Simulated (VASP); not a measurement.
# SnTe (Fm-3m) in VASP: a series of runs

The runs below take SnTe through single point, with PBE, PBEsol.

All numbers are computed with VASP 6.6.1; they aren't measurements. Logs are shortened: lines on timing, memory, paths and dates and some standing lists are left out, and cuts for length are marked.

### Step 1. The cell of the first run

Symmetry: Fm-3m, No. 225, cubic system. The conventional cell has a = 6.379 Å, b = 6.379 Å, c = 6.379 Å, α = 90.00°, β = 90.00°, γ = 90.00°. Sn (site symmetry m-3m) has 6 Te at 3.19 Å within 4.2 Å. Within 4.2 Å of Te (site symmetry m-3m) lie 6 Sn at 3.19 Å.

### Step 2. Single point, PBE

The input, INCAR:

```
PREC = Accurate
ENCUT = 500
EDIFF = 1E-6
ISMEAR = 1
SIGMA = 0.001
LREAL = F
LASPH = T
NELM = 120
ALGO = Normal
ISIF = 2
LWAVE = F
LCHARG = T
GGA = PE
LELF = T
LVHAR = T
NBANDS = 17
GGA_COMPAT = F
```

The input, KPOINTS:

```
regular mesh
0
Gamma
  6 6 6
```

The input, POSCAR:

```
SnTe
1.0
    0.0000000000      3.1893303407      3.1893303407
    3.1893303407      0.0000000000      3.1893303407
    3.1893303407      3.1893303407      0.0000000000
Sn Te
1 1
Direct
    0.0000000000      0.0000000000      0.0000000000
    0.5000000000      0.5000000000      0.5000000000
```

Potentials or basis: VASP PAW PBE potentials, release 64 (Sn_d, Te).

Command:

```sh
> cat potpaw_PBE.64/Sn_d/POTCAR potpaw_PBE.64/Te/POTCAR > POTCAR
> mpirun -np 1 vasp_std > vasp.out
```

OUTCAR:

```text
PREC = Accurate
   ENCUT = 500
   EDIFF = 1E-6
   ISMEAR = 1
   LREAL = F
   LASPH = T
   NELM = 120
   ISIF = 2
   GGA = PE

 ion  position               nearest neighbor table
   1  0.000  0.000  0.000-   2 3.19   2 3.19   2 3.19   2 3.19   2 3.19   2 3.19
   2  0.500  0.500  0.500-   1 3.19   1 3.19   1 3.19   1 3.19   1 3.19   1 3.19

  LATTYP: Found a face centered cubic cell.
 ALAT       =     6.3786606814

  Lattice vectors:

 A1 = (   0.0000000000,   3.1893303407,   3.1893303407)
 A2 = (   3.1893303407,   0.0000000000,   3.1893303407)
 A3 = (   3.1893303407,   3.1893303407,   0.0000000000)

Analysis of symmetry for initial positions (statically):
=====================================================================
 Subroutine PRICEL returns:
 Original cell was already a primitive cell.

 Routine SETGRP: Setting up the symmetry group for a
 face centered cubic supercell.

 Subroutine GETGRP returns: Found 48 space group operations
[... 9 lines left out ...]

 Routine SETGRP: Setting up the symmetry group for a
 face centered cubic supercell.

 Subroutine GETGRP returns: Found 48 space group operations
[... 11 lines left out ...]
                                     Primitive cell

  volume of cell :      64.8826

  direct lattice vectors                    reciprocal lattice vectors
     0.000000000  3.189330341  3.189330341    -0.156772722  0.156772722  0.156772722
     3.189330341  0.000000000  3.189330341     0.156772722 -0.156772722  0.156772722
     3.189330341  3.189330341  0.000000000     0.156772722  0.156772722 -0.156772722

  length of vectors
     4.510394223  4.510394223  4.510394223     0.271538320  0.271538320  0.271538320

  position of ions in fractional coordinates (direct lattice)
     0.000000000  0.000000000  0.000000000
     0.500000000  0.500000000  0.500000000

  ion indices of the primitive-cell ions
   primitive index   ion index
                 1           1
                 2           2

----------------------------------------------------------------------------------------

 KPOINTS: regular mesh

Automatic generation of k-mesh.
 Grid dimensions read from file:
 generate k-points for:    6    6    6

 Generating k-lattice:

  Cartesian coordinates                     Fractional coordinates (reciprocal lattice)
    -0.026128787  0.026128787  0.026128787     0.166666667  0.000000000  0.000000000
     0.026128787 -0.026128787  0.026128787     0.000000000  0.166666667  0.000000000
     0.026128787  0.026128787 -0.026128787     0.000000000  0.000000000  0.166666667

  Length of vectors
     0.045256387  0.045256387  0.045256387

  Shift w.r.t. Gamma in fractional coordinates (k-lattice)
     0.000000000  0.000000000  0.000000000

 Subroutine IBZKPT returns following result:
 ===========================================

 Found     16 irreducible k-points:

 Following reciprocal coordinates:
            Coordinates               Weight
  0.000000  0.000000  0.000000      1.000000
  0.166667  0.000000  0.000000      8.000000
  0.333333  0.000000  0.000000      8.000000
  0.500000  0.000000  0.000000      4.000000
  0.166667  0.166667  0.000000      6.000000
  0.333333  0.166667  0.000000     24.000000
[... 8 lines left out ...]
 -0.333333  0.333333  0.166667     24.000000
 -0.333333  0.500000  0.166667     12.000000
   k-points           NKPTS =     16   k-points in BZ     NKDIM =     16   number of bands    NBANDS=     17
   number of dos      NEDOS =    301   number of ions     NIONS =      2
   total plane-waves  NPLWV =  46656
   dimension x,y,z NGX =    36 NGY =   36 NGZ =   36
   dimension x,y,z NGXF=    72 NGYF=   72 NGZF=   72
   ions per type =               1   1
   NGX,Y,Z   is equivalent  to a cutoff of  13.27, 13.27, 13.27 a.u.
   NGXF,Y,Z  is equivalent  to a cutoff of  26.54, 26.54, 26.54 a.u.
 SYSTEM =  unknown system
   PREC   = accura    normal or accurate (medium, high low for compatibility)
   ISTART =      0    job   : 0-new  1-cont  2-samecut
   ICHARG =      2    charge: 1-file 2-atom 10-const
   ISPIN  =      1    spin polarized calculation?
   LNONCOLLINEAR =      F non collinear calculations
   LSORBIT =      F    spin-orbit coupling
   LASPH  =      T    aspherical Exc in radial PAW
   ENCUT  =  500.0 eV  36.75 Ry    6.06 a.u.   8.22  8.22  8.22*2*pi/ulx,y,z
   NELM   =    120;   NELMIN=  2; NELMDL= -5     # of ELM steps
   EDIFF  = 0.1E-05   stopping-criterion for ELM
   LREAL  =      F    real-space projection
   EDIFFG = 0.1E-04   stopping-criterion for IOM
   NSW    =      0    number of steps for IOM
   IBRION =     -1    ionic relax: 0-MD 1-quasi-New 2-CG
   NFREE  =      0    steps in history (QN), initial steepest desc. (CG)
   ISIF   =      2    stress and relaxation
   ISYM   =      2    0-nonsym 1-usesym 2-fastsym
   POTIM  = 0.5000    time-step for ionic-motion
   TEBEG  =    0.0;   TEEND  =   0.0 temperature during run
   PSTRESS=    0.0 pullay stress
   NELECT =      20.0000    total number of electrons
   NUPDOWN=      -1.0000    fix difference up-down
   EMIN   =  10.00;   EMAX   =-10.00  energy-range for DOS
   EFERMI =   0.00;   METHOD = LEGACY
   ISMEAR =     1;   SIGMA  =   0.00  broadening in eV -4-tet -1-fermi 0-gaus
   EFERMI_NEDOS =   21; number of points for ismear=-14 and -15
   IALGO  =     38    algorithm
   IMIX   =      4    mixing-type and parameters
     AMIX     =   0.40;   BMIX     =  1.00
     AMIX_MAG =   1.60;   BMIX_MAG =  1.00
  volume/ion in A,a.u.               =      32.44       218.92
  Fermi-wavevector in a.u.,A,eV,Ry     =   1.105882  2.089813 16.639575  1.222974
  Thomas-Fermi vector in A             =   2.242375
   LORBIT       =      0    0 simple, 1 ext, 2 COOP (PROOUT), +10 PAW based schemes
   GGA     = PE    functional components
   LHFCALC =     F    Hartree Fock is set to
   AEXX    =    0.0000 exact exchange contribution
   IVDW    =     0    specifies the selected vdW correction
   LEPSILON=     F    determine dielectric tensor
   LRPA    =     F    only Hartree local field effects (RPA)
 non-spin polarized calculation
 Methfessel and Paxton  Order N= 1 SIGMA  =   0.00
  energy-cutoff  :      500.00
  volume of cell :       64.88
 maximum number of plane-waves:      1676
 NGX is ok and might be reduce to    36
   NGX = 17   NGY = 17   NGZ = 17

 number of electron      20.0000002 magnetization

 Free energy of the ion-electron system (eV)
  ---------------------------------------------------
  ext. energy  EPLUGINS =         0.00000000
  ---------------------------------------------------
  free energy    TOTEN  =        -7.56189984 eV

  energy without entropy =       -7.56190091  energy(sigma->0) =       -7.56190019

 E-fermi :   6.5371     XC(G=0):  -9.3312

 val. band max:        6.5362488556   @ k =   0.5000   0.0000   0.0000
 cond. band min:       6.5444113654   @ k =   0.5000   0.0000   0.0000
 fundamental gap:      0.0081625099
 Fermi energy:         6.5370907378

 k-point     1 :       0.0000    0.0000    0.0000
  band No.  band energies     occupation
      1     -15.3864      2.00000
      2     -15.3864      2.00000
      3     -15.3826      2.00000
      4     -15.3826      2.00000
      5     -15.3826      2.00000
      6      -6.0242      2.00000
[... 9 lines left out ...]
     16      11.3260      0.00000
     17      13.3411      0.00000

 k-point     2 :       0.1667    0.0000    0.0000
  band No.  band energies     occupation
      1     -15.3873      2.00000
      2     -15.3873      2.00000
      3     -15.3822      2.00000
      4     -15.3812      2.00000
      5     -15.3812      2.00000
      6      -5.8055      2.00000
[... 9 lines left out ...]
     16      11.8672      0.00000
     17      14.8359      0.00000

 k-point     3 :       0.3333    0.0000    0.0000
  band No.  band energies     occupation
      1     -15.3896      2.00000
      2     -15.3896      2.00000
      3     -15.3815      2.00000
      4     -15.3781      2.00000
      5     -15.3781      2.00000
      6      -5.2414      2.00000
[... 9 lines left out ...]
     16      13.3489      0.00000
     17      16.9836      0.00000

 k-point     4 :       0.5000    0.0000    0.0000
  band No.  band energies     occupation
      1     -15.3908      2.00000
      2     -15.3908      2.00000
      3     -15.3812      2.00000
      4     -15.3765      2.00000
      5     -15.3765      2.00000
      6      -4.8308      2.00000
[... 9 lines left out ...]
     16      15.3168      0.00000
     17      15.3168      0.00000

 k-point     5 :       0.1667    0.1667    0.0000
  band No.  band energies     occupation
      1     -15.3895      2.00000
      2     -15.3854      2.00000
      3     -15.3834      2.00000
      4     -15.3804      2.00000
      5     -15.3804      2.00000
      6      -5.7345      2.00000
[... 9 lines left out ...]
     16      12.7033      0.00000
     17      13.6544      0.00000

 k-point     6 :       0.3333    0.1667    0.0000
  band No.  band energies     occupation
      1     -15.3922      2.00000
      2     -15.3862      2.00000
      3     -15.3830      2.00000
      4     -15.3783      2.00000
      5     -15.3775      2.00000
      6      -5.2874      2.00000
[... 9 lines left out ...]
     16      14.1678      0.00000
     17      15.4630      0.00000

 k-point     7 :       0.5000    0.1667    0.0000
  band No.  band energies     occupation
      1     -15.3929      2.00000
      2     -15.3885      2.00000
      3     -15.3809      2.00000
      4     -15.3774      2.00000
      5     -15.3759      2.00000
      6      -4.7773      2.00000
[... 9 lines left out ...]
     16      15.4108      0.00000
     17      15.8714      0.00000

 k-point     8 :      -0.3333    0.1667    0.0000
  band No.  band energies     occupation
      1     -15.3909      2.00000
      2     -15.3897      2.00000
      3     -15.3804      2.00000
      4     -15.3775      2.00000
      5     -15.3775      2.00000
      6      -4.9119      2.00000
[... 9 lines left out ...]
     16      14.5786      0.00000
     17      16.2308      0.00000

 k-point     9 :      -0.1667    0.1667    0.0000
  band No.  band energies     occupation
      1     -15.3891      2.00000
      2     -15.3881      2.00000
      3     -15.3818      2.00000
      4     -15.3802      2.00000
      5     -15.3787      2.00000
      6      -5.4689      2.00000
[... 9 lines left out ...]
     16      13.9235      0.00000
     17      14.2730      0.00000

 k-point    10 :       0.3333    0.3333    0.0000
  band No.  band energies     occupation
      1     -15.3966      2.00000
      2     -15.3850      2.00000
      3     -15.3834      2.00000
      4     -15.3758      2.00000
      5     -15.3758      2.00000
      6      -5.0208      2.00000
[... 9 lines left out ...]
     16      15.3557      0.00000
     17      15.6975      0.00000

 k-point    11 :       0.5000    0.3333    0.0000
  band No.  band energies     occupation
      1     -15.3978      2.00000
      2     -15.3842      2.00000
      3     -15.3840      2.00000
      4     -15.3750      2.00000
      5     -15.3744      2.00000
      6      -4.6439      2.00000
[... 9 lines left out ...]
     16      15.9942      0.00000
     17      16.4950      0.00000

 k-point    12 :      -0.3333    0.3333    0.0000
  band No.  band energies     occupation
      1     -15.3948      2.00000
      2     -15.3871      2.00000
      3     -15.3806      2.00000
      4     -15.3772      2.00000
      5     -15.3756      2.00000
      6      -4.5758      2.00000
[... 9 lines left out ...]
     16      14.1729      0.00000
     17      16.3432      0.00000

 k-point    13 :       0.5000    0.5000    0.0000
  band No.  band energies     occupation
      1     -15.4005      2.00000
      2     -15.3858      2.00000
      3     -15.3824      2.00000
      4     -15.3734      2.00000
      5     -15.3734      2.00000
      6      -4.5621      2.00000
[... 9 lines left out ...]
     16      16.9761      0.00000
     17      17.5096      0.00000

 k-point    14 :       0.5000    0.3333    0.1667
  band No.  band energies     occupation
      1     -15.3943      2.00000
      2     -15.3865      2.00000
      3     -15.3823      2.00000
      4     -15.3770      2.00000
      5     -15.3759      2.00000
      6      -4.8516      2.00000
[... 9 lines left out ...]
     16      14.8509      0.00000
     17      15.4448      0.00000

 k-point    15 :      -0.3333    0.3333    0.1667
  band No.  band energies     occupation
      1     -15.3946      2.00000
      2     -15.3873      2.00000
      3     -15.3798      2.00000
      4     -15.3790      2.00000
      5     -15.3746      2.00000
      6      -4.5755      2.00000
[... 9 lines left out ...]
     16      16.3135      0.00000
     17      16.4140      0.00000

 k-point    16 :      -0.3333    0.5000    0.1667
  band No.  band energies     occupation
      1     -15.3974      2.00000
      2     -15.3851      2.00000
      3     -15.3828      2.00000
      4     -15.3766      2.00000
      5     -15.3734      2.00000
      6      -4.5012      2.00000
[... 9 lines left out ...]
     16      16.4357      0.00000
     17      17.6565      0.00000

------------------------ aborting loop because EDIFF is reached ----------------------------------------

  FORCE on cell =-STRESS in cart. coord.  units (eV):
  Direction    XX          YY          ZZ          XY          YZ          ZX
  --------------------------------------------------------------------------------------
  -------------------------------------------------------------------------------------
  Total        0.2399490      0.2399490      0.2399490     -0.0000000      0.0000000     -0.0000000
  in kB        5.9251739      5.9251739      5.9251739     -0.0000000      0.0000000     -0.0000000
  external PRESSURE =       5.9251739 kB  Pullay stress =       0.0000000 kB

 VOLUME and BASIS-vectors are now :
 -----------------------------------------------------------------------------
  energy-cutoff  :      500.00
  volume of cell :       64.88
      direct lattice vectors                 reciprocal lattice vectors
     0.000000000  3.189330341  3.189330341    -0.156772722  0.156772722  0.156772722
     3.189330341  0.000000000  3.189330341     0.156772722 -0.156772722  0.156772722
     3.189330341  3.189330341  0.000000000     0.156772722  0.156772722 -0.156772722

 POSITION                                       TOTAL-FORCE (eV/Angst)
 -----------------------------------------------------------------------------------
      0.00000      0.00000      0.00000        -0.000000      0.000000      0.000000
      3.18933      3.18933      3.18933         0.000000     -0.000000     -0.000000
 -----------------------------------------------------------------------------------
    total drift:                               -0.000000      0.000000      0.000000

  FREE ENERGIE OF THE ION-ELECTRON SYSTEM (eV)
  ---------------------------------------------------
  free  energy   TOTEN  =        -7.5618998367 eV

  energy  without entropy=       -7.5619009104  energy(sigma->0) =       -7.56190019
```

Run time: 65 s. Hardware: 1 thread of Intel Xeon 8259CL, shared host; peak memory 0.2 GiB.

Results:

```yaml
Free_energy: -7.5619 eV
Pressure: 0.6 GPa
```

Caveat: spin-orbit coupling is left out, which moves the levels of the heavy elements.

### Step 3. Single point, PBE

The input, INCAR:

```
PREC = Accurate
ENCUT = 500
EDIFF = 1E-6
ISMEAR = -1
SIGMA = 0.02
LREAL = False
LASPH = True
NELM = 120
ALGO = Normal
ISIF = 2
LWAVE = False
LCHARG = False
GGA = PE
NBANDS = 17
GGA_COMPAT = False
```

The input, KPOINTS:

```
Automatic mesh
0
Gamma
  6 6 6
```

POSCAR is that of step 2.

Potentials or basis: VASP PAW PBE potentials, release 64 (Sn_d, Te).

Command:

```sh
> cat potpaw_PBE.64/Sn_d/POTCAR potpaw_PBE.64/Te/POTCAR > POTCAR
> mpirun -np 1 vasp_std > vasp.out
```

It used 46 s of CPU time on 1 thread of Intel Xeon 8259CL, with other jobs on the host.

Results (log left out):

```
Free energy            : -7.5628 eV
Pressure               : 0.6 GPa
Band gap on the k mesh : 0.01 eV, direct
```

Levels at points of the mesh, in eV from the valence-band top:
| k point | band 8 | band 9 | band 10 | band 11 | band 12 | band 13 |
| --- | --- | --- | --- | --- | --- | --- |
| (0.00, 0.00, 0.00) | -2.07 | -2.07 | -2.07 | 3.25 | 3.25 | 3.25 |
| (0.50, 0.00, 0.00) | -1.74 | -1.74 | 0.00 | 0.01 | 0.40 | 0.40 |
| (0.50, 0.50, 0.00) | -5.35 | -3.59 | -3.59 | 2.29 | 4.72 | 4.72 |

Caveat: spin-orbit coupling is left out, which moves the levels of the heavy elements. A k mesh can miss the band edges.

### Step 4. Single point, PBE

The input, INCAR:

```
PREC = Accurate
ENCUT = 500
EDIFF = 1E-6
ISMEAR = 0
SIGMA = 0.001
LREAL = F
LASPH = T
NELM = 120
ALGO = Normal
ISIF = 2
LWAVE = F
LCHARG = F
GGA = PE
NBANDS = 17
GGA_COMPAT = F
```

The input, KPOINTS:

```
regular mesh
0
Gamma
  6 6 6
```

POSCAR is that of step 3.

Command:

```sh
> cat potpaw_PBE.64/Sn_d/POTCAR potpaw_PBE.64/Te/POTCAR > POTCAR
> mpirun -np 1 vasp_std > vasp.out
```

Wall time 66 s (1 thread of Intel Xeon 8259CL, shared host); peak memory 0.2 GiB.

The run converged. Its results:

```yaml
Free_energy: -7.5619 eV
Pressure: 0.6 GPa
```

Levels at points of the mesh, in eV from the Fermi level:
| k point | band 8 | band 9 | band 10 | band 11 | band 12 | band 13 |
| --- | --- | --- | --- | --- | --- | --- |
| (0.00, 0.00, 0.00) | -2.07 | -2.07 | -2.07 | 3.24 | 3.24 | 3.24 |
| (0.50, 0.00, 0.00) | -1.74 | -1.74 | 0.00 | 0.00 | 0.39 | 0.39 |
| (0.50, 0.50, 0.00) | -5.35 | -3.60 | -3.60 | 2.29 | 4.72 | 4.72 |

Caveat: spin-orbit coupling is left out, which moves the levels of the heavy elements.

### Step 5. Single point, PBE

The input, INCAR:

```
PREC = Accurate ; ENCUT = 500
EDIFF = 1E-6 ; ISMEAR = -1
SIGMA = 0.05 ; LREAL = False
LASPH = True ; NELM = 120
ALGO = Normal ; ISIF = 2
LWAVE = False ; LCHARG = False
GGA = PE ; NBANDS = 17
GGA_COMPAT = False
```

The input, KPOINTS:

```
Automatic mesh
0
Gamma
  6 6 6
```

POSCAR is that of step 4.

Command:

```sh
> cat potpaw_PBE.64/Sn_d/POTCAR potpaw_PBE.64/Te/POTCAR > POTCAR
> mpirun -np 1 vasp_std > vasp.out
```

Run time: 66 s. Hardware: 1 thread of Intel Xeon 8259CL, shared host; peak memory 0.2 GiB.

It converged, with:

- Free energy: -7.5643 eV
- Pressure: 0.5 GPa
- Band gap on the k mesh: 0.01 eV, direct

Levels at points of the mesh, in eV from the valence-band top:
| k point | band 8 | band 9 | band 10 | band 11 | band 12 | band 13 |
| --- | --- | --- | --- | --- | --- | --- |
| (0.00, 0.00, 0.00) | -2.07 | -2.07 | -2.07 | 3.25 | 3.25 | 3.25 |
| (0.50, 0.00, 0.00) | -1.74 | -1.74 | 0.00 | 0.01 | 0.40 | 0.40 |
| (0.50, 0.50, 0.00) | -5.35 | -3.59 | -3.59 | 2.29 | 4.72 | 4.72 |

Caveat: spin-orbit coupling is left out, which moves the levels of the heavy elements. A k mesh can miss the band edges.

(Continued in part 2 of 2.)
